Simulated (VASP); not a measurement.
# CdSe (P6_3mc) in VASP: single point with r2SCAN

Aim: the single point of CdSe with r2SCAN.

Program: VASP 6.6.1. These are calculated values, not measurements. Logs are shortened: lines on timing, memory, paths and dates and some standing lists are left out, and cuts for length are marked.

### Step 1. The cell of the first run

Symmetry: P6_3mc, No. 186, hexagonal system. Conventional cell: a = 4.298 Å, b = 4.298 Å, c = 7.015 Å, α = 90.00°, β = 90.00°, γ = 120.00°. Within 3.5 Å of Cd (site symmetry 3m) lie 4 Se at 2.63 Å. Within 3.5 Å of Se (site symmetry 3m) lie 4 Cd at 2.63 Å.

### Step 2. Single point, r2SCAN

Contents of POSCAR:

```
CdSe
1.0
    4.2984999142      0.0000000000      0.0000000000
   -2.1492499571      3.7226101239      0.0000000000
    0.0000000000      0.0000000000      7.0152000000
Cd Se
2 2
Direct
    0.6666666667      0.3333333333      0.0000000000
    0.3333333333      0.6666666667      0.5000000000
    0.6666666667      0.3333333333      0.3750000000
    0.3333333333      0.6666666667      0.8750000000
```

Contents of INCAR.step1:

```
PREC = Accurate
ENCUT = 520
ISMEAR = 0
SIGMA = 0.05
LREAL = False
LASPH = True
NELM = 60
NBANDS = 26
GGA = PE
ALGO = Normal
EDIFF = 1E-4
LWAVE = True
LCHARG = False
```

Contents of INCAR.step2:

```
PREC = Accurate
ENCUT = 520
EDIFF = 1E-7
ISMEAR = 0
SIGMA = 0.05
LREAL = False
LASPH = True
NELM = 60
ALGO = Normal
ISIF = 2
LWAVE = False
LCHARG = False
METAGGA = R2SCAN
LMIXTAU = True
NBANDS = 26
ISTART = 1
```

Contents of KPOINTS:

```
Automatic mesh
0
Gamma
  12 12 4
```

Potentials or basis: VASP PAW PBE potentials, release 64 (Cd, Se).

On the command line:

```bash
$ cat potpaw_PBE.64/Cd/POTCAR potpaw_PBE.64/Se/POTCAR > POTCAR
$ cp INCAR.step1 INCAR
$ mpirun -np 1 vasp_std > vasp.out
$ cp INCAR.step2 INCAR
$ mpirun -np 1 vasp_std > vasp.out
```

OUTCAR:

```text
PREC = Accurate
   ENCUT = 520
   EDIFF = 1E-7
   ISMEAR = 0
   LREAL = False
   LASPH = True
   NELM = 60
   ISIF = 2
   METAGGA = R2SCAN
   ISTART = 1

 ion  position               nearest neighbor table
   1  0.667  0.333  0.000-   3 2.63   4 2.63   4 2.63   4 2.63
   2  0.333  0.667  0.500-   4 2.63   3 2.63   3 2.63   3 2.63
   3  0.667  0.333  0.375-   1 2.63   2 2.63   2 2.63   2 2.63
   4  0.333  0.667  0.875-   2 2.63   1 2.63   1 2.63   1 2.63

  LATTYP: Found a hexagonal cell.
 ALAT       =     4.2984999142
 C/A-ratio  =     1.6320111993

  Lattice vectors:

 A1 = (   4.2984999142,   0.0000000000,   0.0000000000)
 A2 = (  -2.1492499571,   3.7226101239,   0.0000000000)
 A3 = (   0.0000000000,   0.0000000000,   7.0152000000)

Analysis of symmetry for initial positions (statically):
=====================================================================
 Subroutine PRICEL returns:
 Original cell was already a primitive cell.

 Routine SETGRP: Setting up the symmetry group for a
 hexagonal supercell.

 Subroutine GETGRP returns: Found 12 space group operations
 (whereof  6 operations were pure point group operations)
 out of a pool of 24 trial point group operations.

The static configuration has the point symmetry C_3v.
 The point group associated with its full space group is C_6v.

Analysis of symmetry for dynamics (positions and initial velocities):
=====================================================================
 Subroutine PRICEL returns:
 Original cell was already a primitive cell.

 Routine SETGRP: Setting up the symmetry group for a
 hexagonal supercell.

 Subroutine GETGRP returns: Found 12 space group operations
 (whereof  6 operations were pure point group operations)
 out of a pool of 24 trial point group operations.

The dynamic configuration has the point symmetry C_3v.
 The point group associated with its full space group is C_6v.

 Subroutine INISYM returns: Found 12 space group operations
 (whereof  6 operations are pure point group operations),
 and found     1 'primitive' translations

----------------------------------------------------------------------------------------

                                     Primitive cell

  volume of cell :     112.2547

  direct lattice vectors                    reciprocal lattice vectors
     4.298499914  0.000000000  0.000000000     0.232639297  0.134314361  0.000000000
    -2.149249957  3.722610124  0.000000000     0.000000000  0.268628722  0.000000000
     0.000000000  0.000000000  7.015200000     0.000000000  0.000000000  0.142547611

  length of vectors
     4.298499914  4.298499914  7.015200000     0.268628722  0.268628722  0.142547611

  position of ions in fractional coordinates (direct lattice)
     0.666666667  0.333333333  0.000000000
     0.333333333  0.666666667  0.500000000
     0.666666667  0.333333333  0.375000000
     0.333333333  0.666666667  0.875000000

  ion indices of the primitive-cell ions
   primitive index   ion index
                 1           1
                 2           2
                 3           3
                 4           4

----------------------------------------------------------------------------------------

 KPOINTS: Automatic mesh

Automatic generation of k-mesh.
 Grid dimensions read from file:
 generate k-points for:   12   12    4

 Generating k-lattice:

  Cartesian coordinates                     Fractional coordinates (reciprocal lattice)
     0.019386608  0.011192863  0.000000000     0.083333333  0.000000000  0.000000000
     0.000000000  0.022385727  0.000000000     0.000000000  0.083333333  0.000000000
     0.000000000  0.000000000  0.035636903     0.000000000  0.000000000  0.250000000

  Length of vectors
     0.022385727  0.022385727  0.035636903

  Shift w.r.t. Gamma in fractional coordinates (k-lattice)
     0.000000000  0.000000000  0.000000000

 Subroutine IBZKPT returns following result:
 ===========================================

 Found     57 irreducible k-points:

 Following reciprocal coordinates:
            Coordinates               Weight
  0.000000  0.000000  0.000000      1.000000
  0.083333 -0.000000  0.000000      6.000000
  0.166667  0.000000  0.000000      6.000000
  0.250000  0.000000  0.000000      6.000000
  0.333333  0.000000  0.000000      6.000000
  0.416667  0.000000  0.000000      6.000000
[... 16 lines left out ...]
  0.250000  0.000000  0.250000     12.000000
  0.333333  0.000000  0.250000     12.000000
 [... further k-points ...]
   k-points           NKPTS =     57   k-points in BZ     NKDIM =     57   number of bands    NBANDS=     26
   number of dos      NEDOS =    301   number of ions     NIONS =      4
   total plane-waves  NPLWV =  55296
   dimension x,y,z NGX =    32 NGY =   32 NGZ =   54
   dimension x,y,z NGXF=    64 NGYF=   64 NGZF=  108
   ions per type =               2   2
   NGX,Y,Z   is equivalent  to a cutoff of  12.38, 12.38, 12.80 a.u.
   NGXF,Y,Z  is equivalent  to a cutoff of  24.75, 24.75, 25.59 a.u.
 SYSTEM =  unknown system
   PREC   = accura    normal or accurate (medium, high low for compatibility)
   ISTART =      1    job   : 0-new  1-cont  2-samecut
   ICHARG =      0    charge: 1-file 2-atom 10-const
   ISPIN  =      1    spin polarized calculation?
   LNONCOLLINEAR =      F non collinear calculations
   LSORBIT =      F    spin-orbit coupling
   LASPH  =      T    aspherical Exc in radial PAW
   ENCUT  =  520.0 eV  38.22 Ry    6.18 a.u.   7.99  7.99 13.04*2*pi/ulx,y,z
   NELM   =     60;   NELMIN=  2; NELMDL=  0     # of ELM steps
   EDIFF  = 0.1E-06   stopping-criterion for ELM
   LREAL  =      F    real-space projection
   EDIFFG = 0.1E-05   stopping-criterion for IOM
   NSW    =      0    number of steps for IOM
   IBRION =     -1    ionic relax: 0-MD 1-quasi-New 2-CG
   NFREE  =      0    steps in history (QN), initial steepest desc. (CG)
   ISIF   =      2    stress and relaxation
   ISYM   =      2    0-nonsym 1-usesym 2-fastsym
   POTIM  = 0.5000    time-step for ionic-motion
   TEBEG  =    0.0;   TEEND  =   0.0 temperature during run
   PSTRESS=    0.0 pullay stress
   NELECT =      36.0000    total number of electrons
   NUPDOWN=      -1.0000    fix difference up-down
   EMIN   =  10.00;   EMAX   =-10.00  energy-range for DOS
   EFERMI =   0.00;   METHOD = LEGACY
   ISMEAR =     0;   SIGMA  =   0.05  broadening in eV -4-tet -1-fermi 0-gaus
   EFERMI_NEDOS =   21; number of points for ismear=-14 and -15
   IALGO  =     38    algorithm
   IMIX   =      4    mixing-type and parameters
     AMIX     =   0.40;   BMIX     =  1.00
     AMIX_MAG =   1.60;   BMIX_MAG =  1.00
  volume/ion in A,a.u.               =      28.06       189.38
  Fermi-wavevector in a.u.,A,eV,Ry     =   1.120575  2.117579 17.084668  1.255688
  Thomas-Fermi vector in A             =   2.257222
   LORBIT       =      0    0 simple, 1 ext, 2 COOP (PROOUT), +10 PAW based schemes
   METAGGA = R2SCAN    functional components
   LHFCALC =     F    Hartree Fock is set to
   AEXX    =    0.0000 exact exchange contribution
   IVDW    =     0    specifies the selected vdW correction
   LEPSILON=     F    determine dielectric tensor
   LRPA    =     F    only Hartree local field effects (RPA)
 non-spin polarized calculation
 Gauss-broadening in eV      SIGMA  =   0.05
  energy-cutoff  :      520.00
  volume of cell :      112.25
 maximum number of plane-waves:      3042
 NGX is ok and might be reduce to    32
   NGX = 15   NGY = 15   NGZ = 27

 number of electron      35.9999998 magnetization

 Free energy of the ion-electron system (eV)
  ---------------------------------------------------
  ext. energy  EPLUGINS =         0.00000000
  ---------------------------------------------------
  free energy    TOTEN  =       -71.81236340 eV

  energy without entropy =      -71.81236340  energy(sigma->0) =      -71.81236340

 E-fermi :   0.8691     XC(G=0):  -9.4322

 val. band max:        0.6669776260   @ k =   0.0000   0.0000   0.0000
 cond. band min:       1.8254807062   @ k =   0.0000   0.0000   0.0000
 fundamental gap:      1.1585030802
 Fermi energy:         0.8690599983

 k-point     1 :       0.0000    0.0000    0.0000
  band No.  band energies     occupation
      1     -12.3754      2.00000
      2     -11.9875      2.00000
      3      -7.5038      2.00000
      4      -7.4918      2.00000
      5      -7.4918      2.00000
      6      -7.4164      2.00000
[... 18 lines left out ...]
     25       8.2547      0.00000
     26       8.8276      0.00000

 k-point     2 :       0.0833   -0.0000    0.0000
  band No.  band energies     occupation
      1     -12.3530      2.00000
      2     -11.9772      2.00000
      3      -7.4967      2.00000
      4      -7.4835      2.00000
      5      -7.4742      2.00000
      6      -7.4064      2.00000
[... 18 lines left out ...]
     25       8.4278      0.00000
     26       8.6785      0.00000

 k-point     3 :       0.1667    0.0000    0.0000
  band No.  band energies     occupation
      1     -12.2906      2.00000
      2     -11.9498      2.00000
      3      -7.4758      2.00000
      4      -7.4618      2.00000
      5      -7.4231      2.00000
      6      -7.3752      2.00000
[... 18 lines left out ...]
     25       8.3521      0.00000
     26       8.9054      0.00000

 k-point     4 :       0.2500    0.0000    0.0000
  band No.  band energies     occupation
      1     -12.2016      2.00000
      2     -11.9153      2.00000
      3      -7.4498      2.00000
      4      -7.4354      2.00000
      5      -7.3540      2.00000
      6      -7.3310      2.00000
[... 18 lines left out ...]
     25       8.6927      0.00000
     26       9.1381      0.00000

 k-point     5 :       0.3333    0.0000    0.0000
  band No.  band energies     occupation
      1     -12.1060      2.00000
      2     -11.8864      2.00000
      3      -7.4278      2.00000
      4      -7.4137      2.00000
      5      -7.3024      2.00000
      6      -7.2892      2.00000
[... 18 lines left out ...]
     25       8.9817      0.00000
     26       9.5654      0.00000

 k-point     6 :       0.4167    0.0000    0.0000
  band No.  band energies     occupation
      1     -12.0277      2.00000
      2     -11.8729      2.00000
      3      -7.4148      2.00000
      4      -7.4011      2.00000
      5      -7.2615      2.00000
      6      -7.2598      2.00000
[... 427 lines left out ...]
 k-point    21 :       0.0833   -0.0000    0.2500
  band No.  band energies     occupation
      1     -12.2974      2.00000
      2     -12.0311      2.00000
      3      -7.4755      2.00000
      4      -7.4741      2.00000
      5      -7.4420      2.00000
      6      -7.4192      2.00000
[... 18 lines left out ...]
     25       8.1146      0.00000
     26       8.4171      0.00000

 k-point    22 :       0.1667    0.0000    0.2500
  band No.  band energies     occupation
      1     -12.2395      2.00000
      2     -11.9980      2.00000
      3      -7.4565      2.00000
      4      -7.4505      2.00000
      5      -7.4042      2.00000
      6      -7.3883      2.00000
[... 18 lines left out ...]
     25       8.5169      0.00000
     26       8.5754      0.00000

 k-point    23 :       0.2500    0.0000    0.2500
  band No.  band energies     occupation
      1     -12.1577      2.00000
      2     -11.9548      2.00000
      3      -7.4353      2.00000
      4      -7.4209      2.00000
      5      -7.3636      2.00000
      6      -7.3470      2.00000
[... 18 lines left out ...]
     25       8.6118      0.00000
     26       9.2257      0.00000

 k-point    24 :       0.3333    0.0000    0.2500
  band No.  band energies     occupation
      1     -12.0711      2.00000
      2     -11.9155      2.00000
      3      -7.4189      2.00000
      4      -7.3953      2.00000
      5      -7.3284      2.00000
      6      -7.3068      2.00000
[... 18 lines left out ...]
     25       8.7086      0.00000
     26       9.8601      0.00000

 [... further k-points ...]

------------------------ aborting loop because EDIFF is reached ----------------------------------------

  FORCE on cell =-STRESS in cart. coord.  units (eV):
  Direction    XX          YY          ZZ          XY          YZ          ZX
  --------------------------------------------------------------------------------------
  -------------------------------------------------------------------------------------
  Total        1.2342465      1.2342465      1.3562125      0.0000000     -0.0000000      0.0000000
  in kB       17.6160260     17.6160260     19.3568106      0.0000000     -0.0000000      0.0000000
  external PRESSURE =      18.1962875 kB  Pullay stress =       0.0000000 kB

 VOLUME and BASIS-vectors are now :
 -----------------------------------------------------------------------------
  energy-cutoff  :      520.00
  volume of cell :      112.25
      direct lattice vectors                 reciprocal lattice vectors
     4.298499914  0.000000000  0.000000000     0.232639297  0.134314361  0.000000000
    -2.149249957  3.722610124  0.000000000     0.000000000  0.268628722  0.000000000
     0.000000000  0.000000000  7.015200000     0.000000000  0.000000000  0.142547611

 POSITION                                       TOTAL-FORCE (eV/Angst)
 -----------------------------------------------------------------------------------
      2.14925      1.24087      0.00000         0.000000     -0.000000     -0.022725
     -0.00000      2.48174      3.50760        -0.000000      0.000000     -0.022725
      2.14925      1.24087      2.63070        -0.000000     -0.000000      0.022725
     -0.00000      2.48174      6.13830        -0.000000      0.000000      0.022725
 -----------------------------------------------------------------------------------
    total drift:                               -0.000000     -0.000000     -0.003177

  FREE ENERGIE OF THE ION-ELECTRON SYSTEM (eV)
  ---------------------------------------------------
  free  energy   TOTEN  =       -71.8123634012 eV

  energy  without entropy=      -71.8123634012  energy(sigma->0) =      -71.81236340
```

Run time: 6.6 min. Hardware: 1 thread of Intel Xeon Platinum 8488C (Sapphire Rapids), shared host; peak memory 0.34 GiB.

What came out:

```yaml
Free_energy: -71.8124 eV
Pressure: 1.8 GPa
Largest_force: 0.023 eV/Å
Band_gap_on_the_k_mesh: 1.16 eV
```

Forces in eV/Å, atoms in the order of the input:
```
Cd   0.000  0.000 -0.023
Cd   0.000  0.000 -0.023
Se   0.000  0.000  0.023
Se   0.000  0.000  0.023
```

Levels at points of the mesh, in eV from the valence-band top:
```
           k point  band 15  band 16  band 17  band 18  band 19  band 20  band 21  band 22
(0.00, 0.00, 0.00)    -0.78    -0.05     0.00     0.00     1.16     2.68     6.38     6.38
(0.50, 0.00, 0.00)    -2.72    -1.90    -1.36    -0.77     3.69     3.71     5.08     6.65
(0.00, 0.00, 0.50)    -0.41    -0.41    -0.41    -0.41     2.85     2.85     6.32     6.32
(0.50, 0.00, 0.50)    -1.39    -1.39    -1.37    -1.37     3.34     3.34     5.28     5.28
```

Caveat: the PAW data sets were made with another functional, which shifts forces and pressure a little. A k mesh can miss the band edges.
